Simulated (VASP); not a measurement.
Input of a VASP 6.6.1 run:

POSCAR

```
BaF2
1.0
    0.0000000000      3.1033258994      3.1033258994
    3.1033258994      0.0000000000      3.1033258994
    3.1033258994      3.1033258994      0.0000000000
Ba F
1 2
Direct
    0.0000000000      0.0000000000      0.0000000000
    0.2500000000      0.2500000000      0.2500000000
    0.7500000000      0.7500000000      0.7500000000
```

INCAR.step1

```
  ALGO = Normal
  EDIFF = 1E-5
  ENCUT = 520
  GGA = PE
  GGA_COMPAT = False
  ISIF = 2
  ISMEAR = -1
  LASPH = True
  LCHARG = False
  LREAL = False
  LWAVE = True
  NBANDS = 19
  NELM = 120
  PREC = Accurate
  SIGMA = 0.02
```

Contents of INCAR.step2:

```
  ALGO = Normal
  EDIFF = 1E-6
  ENCUT = 520
  GGA = PE
  GGA_COMPAT = False
  HFSCREEN = 0.2079
  ISIF = 2
  ISMEAR = -1
  ISTART = 1
  LASPH = True
  LCHARG = False
  LHFCALC = True
  LREAL = False
  LWAVE = False
  NBANDS = 19
  NELM = 120
  PREC = Accurate
  PRECFOCK = Normal
  SIGMA = 0.02
```

Contents of KPOINTS:

```
k-points
0
Gamma
  4 4 4
```

Potentials or basis: VASP PAW PBE potentials, release 64 (Ba_sv, F).

Run with:

```console
$ cat potpaw_PBE.64/Ba_sv/POTCAR potpaw_PBE.64/F/POTCAR > POTCAR
$ cp INCAR.step1 INCAR
$ mpirun -np 1 vasp_std > vasp.out
$ cp INCAR.step2 INCAR
$ mpirun -np 1 vasp_std > vasp.out
```

(1) Predict the band gap on the k mesh.

(2) Predict the pressure.

Answers

(1) 8.67 eV (least direct gap 8.76 eV).

(2) 1.0 GPa.

Caveat: the k points lie up to 0.44 Å⁻¹ apart; the PAW data sets were made with another functional, which shifts forces and pressure a little; spin-orbit coupling is left out, which moves the levels of the heavy elements.
